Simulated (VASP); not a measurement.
# BeSn (Fd-3m) in VASP: notebook

BeSn is run at these levels: PBE; tasks: relaxation of cell and atoms, single point.

Program: VASP 6.6.1. These are calculated values, not measurements. Logs are shortened: lines on timing, memory, paths and dates and some standing lists are left out, and cuts for length are marked.

## Step 1: The cell of the first run

Symmetry: Fd-3m, No. 227, cubic system. The conventional cell has a = 6.592 Å, b = 6.592 Å, c = 6.592 Å, α = 90.00°, β = 90.00°, γ = 90.00°. Be (site symmetry -43m) has 4 Be at 2.85 Å and 10 Sn at 2.85 to 3.30 Å within 3.8 Å. Within 3.8 Å of Sn (site symmetry -43m) lie 10 Be at 2.85 to 3.30 Å and 4 Sn at 2.85 Å.

## Step 2: Relaxation of cell and atoms, PBE

Input file INCAR:

```
SYSTEM = BeSn
PREC = Accurate
ENCUT = 600
EDIFF = 1E-6
ISMEAR = 0
SIGMA = 0.1
LREAL = .FALSE.
LASPH = .TRUE.
NELM = 80
ALGO = Normal
ISIF = 3
LWAVE = .FALSE.
LCHARG = .FALSE.
GGA = PE
IBRION = 2
NSW = 90
EDIFFG = -0.04
```

Input file KPOINTS:

```
Automatic mesh
0
G
  4 4 4
  0 0 0
```

Input file POSCAR:

```
BeSn
1.0
    0.0000000000      3.2957696267      3.2957696267
    3.2957696267      0.0000000000      3.2957696267
    3.2957696267      3.2957696267      0.0000000000
Be Sn
2 2
Direct
    0.5000000000      0.5000000000      0.5000000000
    0.7500000000      0.7500000000      0.7500000000
    0.0000000000      0.0000000000      0.0000000000
    0.2500000000      0.2500000000      0.2500000000
```

Potentials or basis: VASP PAW PBE potentials, release 64 (Be, Sn_d).

Started as:

```console
$ cat potpaw_PBE.64/Be/POTCAR potpaw_PBE.64/Sn_d/POTCAR > POTCAR
$ mpirun -np 1 vasp_std > vasp.out
```

OUTCAR:

```text
SYSTEM = BeSn
   PREC = Accurate
   ENCUT = 600
   EDIFF = 1E-6
   ISMEAR = 0
   LREAL = .FALSE.
   LASPH = .TRUE.
   NELM = 80
   ISIF = 3
   GGA = PE
   IBRION = 2
   NSW = 90
   EDIFFG = -0.04

 ion  position               nearest neighbor table
   1  0.500  0.500  0.500-   4 2.85   4 2.85   4 2.85   4 2.85
   2  0.750  0.750  0.750-   3 2.85   3 2.85   3 2.85   3 2.85
   3  0.000  0.000  0.000-   2 2.85   2 2.85   2 2.85   2 2.85   4 2.85   4 2.85   4 2.85   4 2.85

   4  0.250  0.250  0.250-   3 2.85   3 2.85   3 2.85   1 2.85   3 2.85   1 2.85   1 2.85   1 2.85

  LATTYP: Found a face centered cubic cell.
 ALAT       =     6.5915392534

  Lattice vectors:

 A1 = (   0.0000000000,   3.2957696267,   3.2957696267)
 A2 = (   3.2957696267,   0.0000000000,   3.2957696267)
 A3 = (   3.2957696267,   3.2957696267,   0.0000000000)

Analysis of symmetry for initial positions (statically):
=====================================================================
 Subroutine PRICEL returns:
 Original cell was already a primitive cell.

 Routine SETGRP: Setting up the symmetry group for a
 face centered cubic supercell.

 Subroutine GETGRP returns: Found 48 space group operations
 (whereof 24 operations were pure point group operations)
 out of a pool of 48 trial point group operations.

The static configuration has the point symmetry T_d .
 The point group associated with its full space group is O_h .

Analysis of symmetry for dynamics (positions and initial velocities):
=====================================================================
 Subroutine PRICEL returns:
 Original cell was already a primitive cell.

 Routine SETGRP: Setting up the symmetry group for a
 face centered cubic supercell.

 Subroutine GETGRP returns: Found 48 space group operations
 (whereof 24 operations were pure point group operations)
 out of a pool of 48 trial point group operations.

The dynamic configuration has the point symmetry T_d .
 The point group associated with its full space group is O_h .

 Subroutine INISYM returns: Found 48 space group operations
 (whereof 24 operations are pure point group operations),
 and found     1 'primitive' translations

----------------------------------------------------------------------------------------

                                     Primitive cell

  volume of cell :      71.5979

  direct lattice vectors                    reciprocal lattice vectors
     0.000000000  3.295769627  3.295769627    -0.151709633  0.151709633  0.151709633
     3.295769627  0.000000000  3.295769627     0.151709633 -0.151709633  0.151709633
     3.295769627  3.295769627  0.000000000     0.151709633  0.151709633 -0.151709633

  length of vectors
     4.660922105  4.660922105  4.660922105     0.262768792  0.262768792  0.262768792

  position of ions in fractional coordinates (direct lattice)
     0.500000000  0.500000000  0.500000000
     0.750000000  0.750000000  0.750000000
     0.000000000  0.000000000  0.000000000
     0.250000000  0.250000000  0.250000000

  ion indices of the primitive-cell ions
   primitive index   ion index
                 1           1
                 2           2
                 3           3
                 4           4

----------------------------------------------------------------------------------------

 KPOINTS: Automatic mesh

Automatic generation of k-mesh.
 Grid dimensions read from file:
 generate k-points for:    4    4    4

 Generating k-lattice:

  Cartesian coordinates                     Fractional coordinates (reciprocal lattice)
    -0.037927408  0.037927408  0.037927408     0.250000000  0.000000000  0.000000000
     0.037927408 -0.037927408  0.037927408     0.000000000  0.250000000  0.000000000
     0.037927408  0.037927408 -0.037927408     0.000000000  0.000000000  0.250000000

  Length of vectors
     0.065692198  0.065692198  0.065692198

  Shift w.r.t. Gamma in fractional coordinates (k-lattice)
     0.000000000  0.000000000  0.000000000

 Subroutine IBZKPT returns following result:
 ===========================================

 Found      8 irreducible k-points:

 Following reciprocal coordinates:
            Coordinates               Weight
  0.000000  0.000000  0.000000      1.000000
  0.250000  0.000000  0.000000      8.000000
  0.500000  0.000000  0.000000      4.000000
  0.250000  0.250000  0.000000      6.000000
  0.500000  0.250000  0.000000     24.000000
 -0.250000  0.250000  0.000000     12.000000
  0.500000  0.500000  0.000000      3.000000
 -0.250000  0.500000  0.250000      6.000000
   k-points           NKPTS =      8   k-points in BZ     NKDIM =      8   number of bands    NBANDS=     20
   number of dos      NEDOS =    301   number of ions     NIONS =      4
   total plane-waves  NPLWV =  64000
   dimension x,y,z NGX =    40 NGY =   40 NGZ =   40
   dimension x,y,z NGXF=    80 NGYF=   80 NGZF=   80
   ions per type =               2   2
   NGX,Y,Z   is equivalent  to a cutoff of  14.27, 14.27, 14.27 a.u.
   NGXF,Y,Z  is equivalent  to a cutoff of  28.53, 28.53, 28.53 a.u.
 SYSTEM =  BeSn
   PREC   = accura    normal or accurate (medium, high low for compatibility)
   ISTART =      0    job   : 0-new  1-cont  2-samecut
   ICHARG =      2    charge: 1-file 2-atom 10-const
   ISPIN  =      1    spin polarized calculation?
   LNONCOLLINEAR =      F non collinear calculations
   LSORBIT =      F    spin-orbit coupling
   LASPH  =      T    aspherical Exc in radial PAW
   ENCUT  =  600.0 eV  44.10 Ry    6.64 a.u.   9.31  9.31  9.31*2*pi/ulx,y,z
   NELM   =     80;   NELMIN=  2; NELMDL= -5     # of ELM steps
   EDIFF  = 0.1E-05   stopping-criterion for ELM
   LREAL  =      F    real-space projection
   EDIFFG = -.4E-01   stopping-criterion for IOM
   NSW    =     90    number of steps for IOM
   IBRION =      2    ionic relax: 0-MD 1-quasi-New 2-CG
   NFREE  =      1    steps in history (QN), initial steepest desc. (CG)
   ISIF   =      3    stress and relaxation
   ISYM   =      2    0-nonsym 1-usesym 2-fastsym
   POTIM  = 0.5000    time-step for ionic-motion
   TEBEG  =    0.0;   TEEND  =   0.0 temperature during run
   PSTRESS=    0.0 pullay stress
   NELECT =      32.0000    total number of electrons
   NUPDOWN=      -1.0000    fix difference up-down
   EMIN   =  10.00;   EMAX   =-10.00  energy-range for DOS
   EFERMI =   0.00;   METHOD = LEGACY
   ISMEAR =     0;   SIGMA  =   0.10  broadening in eV -4-tet -1-fermi 0-gaus
   EFERMI_NEDOS =   21; number of points for ismear=-14 and -15
   IALGO  =     38    algorithm
   IMIX   =      4    mixing-type and parameters
     AMIX     =   0.40;   BMIX     =  1.00
     AMIX_MAG =   1.60;   BMIX_MAG =  1.00
  volume/ion in A,a.u.               =      17.90       120.79
  Fermi-wavevector in a.u.,A,eV,Ry     =   1.251674  2.365321 21.316090  1.566688
  Thomas-Fermi vector in A             =   2.385611
   LORBIT       =      0    0 simple, 1 ext, 2 COOP (PROOUT), +10 PAW based schemes
   GGA     = PE    functional components
   LHFCALC =     F    Hartree Fock is set to
   AEXX    =    0.0000 exact exchange contribution
   IVDW    =     0    specifies the selected vdW correction
   LEPSILON=     F    determine dielectric tensor
   LRPA    =     F    only Hartree local field effects (RPA)
 conjugate gradient relaxation of ions
 non-spin polarized calculation
 Gauss-broadening in eV      SIGMA  =   0.10
  energy-cutoff  :      600.00
  volume of cell :       71.60
 maximum number of plane-waves:      2421
 NGX is ok and might be reduce to    40
   NGX = 19   NGY = 19   NGZ = 19

--------------------------------------- Ionic step        1  -------------------------------------------

 number of electron      31.9999997 magnetization

 Free energy of the ion-electron system (eV)
  ---------------------------------------------------
  ext. energy  EPLUGINS =         0.00000000
  ---------------------------------------------------
  free energy    TOTEN  =       -11.50341291 eV

  energy without entropy =      -11.48304418  energy(sigma->0) =      -11.49322855

------------------------ aborting loop because EDIFF is reached ----------------------------------------

  FORCE on cell =-STRESS in cart. coord.  units (eV):
  Direction    XX          YY          ZZ          XY          YZ          ZX
  --------------------------------------------------------------------------------------
  -------------------------------------------------------------------------------------
  Total        2.2244899      2.2244899      2.2244899     -0.0000000      0.0000000      0.0000000
  in kB       49.7783477     49.7783477     49.7783477     -0.0000000      0.0000000      0.0000000
  external PRESSURE =      49.7783477 kB  Pullay stress =       0.0000000 kB

 VOLUME and BASIS-vectors are now :
 -----------------------------------------------------------------------------
  energy-cutoff  :      600.00
  volume of cell :       71.60
      direct lattice vectors                 reciprocal lattice vectors
     0.000000000  3.295769627  3.295769627    -0.151709633  0.151709633  0.151709633
     3.295769627  0.000000000  3.295769627     0.151709633 -0.151709633  0.151709633
     3.295769627  3.295769627  0.000000000     0.151709633  0.151709633 -0.151709633

 POSITION                                       TOTAL-FORCE (eV/Angst)
 -----------------------------------------------------------------------------------
      3.29577      3.29577      3.29577         0.000000      0.000000      0.000000
      4.94365      4.94365      4.94365        -0.000000     -0.000000     -0.000000
      0.00000      0.00000      0.00000        -0.000000     -0.000000     -0.000000
      1.64788      1.64788      1.64788         0.000000      0.000000      0.000000
 -----------------------------------------------------------------------------------
    total drift:                               -0.000000      0.000000      0.000000

  FREE ENERGIE OF THE ION-ELECTRON SYSTEM (eV)
  ---------------------------------------------------
  free  energy   TOTEN  =       -11.5034129145 eV
[... 17 lines left out ...]
 VOLUME and BASIS-vectors are now :
 -----------------------------------------------------------------------------
  energy-cutoff  :      600.00
  volume of cell :       77.52
      direct lattice vectors                 reciprocal lattice vectors
    -0.000000000  3.384191249  3.384191249    -0.147745787  0.147745787  0.147745787
     3.384191249  0.000000000  3.384191249     0.147745787 -0.147745787  0.147745787
     3.384191249  3.384191249  0.000000000     0.147745787  0.147745787 -0.147745787

 POSITION                                       TOTAL-FORCE (eV/Angst)
 -----------------------------------------------------------------------------------
      3.38419      3.38419      3.38419        -0.000000     -0.000000     -0.000000
      5.07629      5.07629      5.07629        -0.000000      0.000000      0.000000
      3.38419      6.76838      3.38419         0.000000      0.000000      0.000000
      1.69210      1.69210      1.69210        -0.000000     -0.000000     -0.000000
 -----------------------------------------------------------------------------------
    total drift:                               -0.000000     -0.000000      0.000000

  FREE ENERGIE OF THE ION-ELECTRON SYSTEM (eV)
  ---------------------------------------------------
  free  energy   TOTEN  =       -11.5726497524 eV

  energy  without entropy=      -11.5511709547  energy(sigma->0) =      -11.56191035

--------------------------------------- Ionic step        3  -------------------------------------------

 number of electron      32.0000002 magnetization

 Free energy of the ion-electron system (eV)
  ---------------------------------------------------
  ext. energy  EPLUGINS =         0.00000000
  ---------------------------------------------------
  free energy    TOTEN  =       -11.57536118 eV

  energy without entropy =      -11.55445377  energy(sigma->0) =      -11.56490748

 E-fermi :   7.3191     XC(G=0): -10.1679

 val. band max:        7.2752595854   @ k =   0.5000   0.2500   0.0000
 cond. band min:       7.4951660807   @ k =   0.2500   0.0000   0.0000
 fundamental gap:      0.2199064953
 Fermi energy:         7.3191151052

 k-point     1 :       0.0000    0.0000    0.0000
  band No.  band energies     occupation
      1     -14.4978      2.00000
      2     -14.4978      2.00000
      3     -14.4978      2.00000
      4     -14.4388      2.00000
      5     -14.4388      2.00000
      6     -14.2229      2.00000
[... 12 lines left out ...]
     19       6.7315      2.00000
     20       8.4779      0.00000

 k-point     2 :       0.2500    0.0000    0.0000
  band No.  band energies     occupation
      1     -14.5160      2.00000
      2     -14.5160      2.00000
      3     -14.4875      2.00000
      4     -14.4105      2.00000
      5     -14.4105      2.00000
      6     -14.2462      2.00000
[... 163 lines left out ...]
 VOLUME and BASIS-vectors are now :
 -----------------------------------------------------------------------------
  energy-cutoff  :      600.00
  volume of cell :       76.49
      direct lattice vectors                 reciprocal lattice vectors
    -0.000000000  3.369143115  3.369143115    -0.148405687  0.148405687  0.148405687
     3.369143115  0.000000000  3.369143115     0.148405687 -0.148405687  0.148405687
     3.369143115  3.369143115  0.000000000     0.148405687  0.148405687 -0.148405687

 POSITION                                       TOTAL-FORCE (eV/Angst)
 -----------------------------------------------------------------------------------
      3.36914      3.36914      3.36914         0.000000      0.000000     -0.000000
      5.05371      5.05371      5.05371         0.000000     -0.000000     -0.000000
      0.00000      0.00000      0.00000         0.000000     -0.000000      0.000000
      1.68457      1.68457      1.68457        -0.000000      0.000000     -0.000000
 -----------------------------------------------------------------------------------
    total drift:                               -0.000000      0.000000      0.000000

  FREE ENERGIE OF THE ION-ELECTRON SYSTEM (eV)
  ---------------------------------------------------
  free  energy   TOTEN  =       -11.5753611845 eV

  energy  without entropy=      -11.5544537658  energy(sigma->0) =      -11.56490748

 reached required accuracy - stopping structural energy minimisation
```

Run time: 70 s. Hardware: 1 thread of Intel Xeon Platinum 8375C at 2.90GHz (Ice Lake), shared host; peak memory 0.25 GiB.

What came out:

| Quantity | Value |
| --- | --- |
| Free energy | -11.5754 eV |
| Relaxed volume | 19.12 Å³/atom |
| Relaxed cell | a = 4.765 Å, b = 4.765 Å, c = 4.765 Å, α = 60.00°, β = 60.00°, γ = 60.00° |
| Space group after relaxing (to 0.05 Å) | Fd-3m (No. 227) |
| Energy gained by relaxing | 18.0 meV/atom |
| Ionic steps | 3 |
| Pressure after relaxing | 0.0 GPa |
| Band gap on the k mesh | zero (band 16 reaches 8.06 eV, above the bottom of band 17 at 6.39 eV) |

Step by step:
| step | energy change (eV) | largest force (eV/Å) | pressure (GPa) | volume (Å³) |
| --- | --- | --- | --- | --- |
| 1 | 0.0000 | 0.0000 | 4.98 | 71.60 |
| 2 | -0.0692 | 0.0000 | -0.84 | 77.52 |
| 3 | -0.0719 | 0.0000 | 0.01 | 76.49 |

Final structure:
```xyz
4
Lattice="0.0000 3.3691 3.3691 3.3691 0.0000 3.3691 3.3691 3.3691 0.0000" Properties=species:S:1:pos:R:3 pbc="T T T"
Be    3.3691    3.3691    3.3691
Be    5.0537    5.0537    5.0537
Sn    0.0000    0.0000    0.0000
Sn    1.6846    1.6846    1.6846
```

Caveat: the k points lie up to 0.40 Å⁻¹ apart in the final cell; spin-orbit coupling is left out, which moves the levels of the heavy elements.

## Step 3: Single point, PBE

This run uses another cell than the first one, of 19.54 Å³/atom, 1.092 times its volume.

Input file INCAR:

```
PREC     = Accurate       # precision mode
ENCUT    = 520            # plane-wave cutoff, eV
EDIFF    = 1E-6           # SCF threshold, eV
ISMEAR   = 0              # smearing method
SIGMA    = 0.1            # smearing width, eV
LREAL    = F              # projectors in reciprocal space
LASPH    = T              # aspherical terms in the spheres
NELM     = 80             # most SCF steps
ALGO     = Fast           # electronic algorithm
ISIF     = 2              # what is computed and relaxed
LWAVE    = F              # write WAVECAR
LCHARG   = F              # write CHGCAR
GGA      = PE             # functional
NBANDS   = 24             # bands
```

Input file KPOINTS:

```
regular mesh
0
Gamma
  12 12 12
```

Input file POSCAR:

```
BeSn
1.0
    0.0000000000      3.3937799844      3.3937799844
    3.3937799844      0.0000000000      3.3937799844
    3.3937799844      3.3937799844      0.0000000000
Be Sn
2 2
Direct
    0.0000000000      0.0000000000      0.0000000000
    0.2500000000      0.2500000000      0.2500000000
    0.5000000000      0.5000000000      0.5000000000
    0.7500000000      0.7500000000      0.7500000000
```

Potentials or basis: VASP PAW PBE potentials, release 64 (Be, Sn_d).

Started as:

```console
$ cat potpaw_PBE.64/Be/POTCAR potpaw_PBE.64/Sn_d/POTCAR > POTCAR
$ mpirun -np 1 vasp_std > vasp.out
```

Wall time 2.8 min (1 thread of Intel Xeon Platinum 8375C at 2.90GHz (Ice Lake), shared host); peak memory 0.28 GiB.

It converged, with:

```yaml
Free_energy: -11.7817 eV
Pressure: -0.1 GPa
Band_gap_on_the_k_mesh: zero (band 16 reaches 8.06 eV, above the bottom of band 17 at 6.19 eV)
```

Levels at points of the mesh, in eV from the Fermi level:
| k point | band 14 | band 15 | band 16 | band 17 | band 18 | band 19 |
| --- | --- | --- | --- | --- | --- | --- |
| (0.00, 0.00, 0.00) | -0.80 | -0.80 | -0.62 | -0.48 | -0.48 | -0.48 |
| (0.50, 0.00, 0.00) | -2.12 | -2.12 | -0.83 | -0.83 | -0.14 | 3.72 |
| (0.50, 0.50, 0.00) | -4.12 | -3.04 | -3.04 | 4.37 | 4.37 | 4.37 |

Caveat: spin-orbit coupling is left out, which moves the levels of the heavy elements.
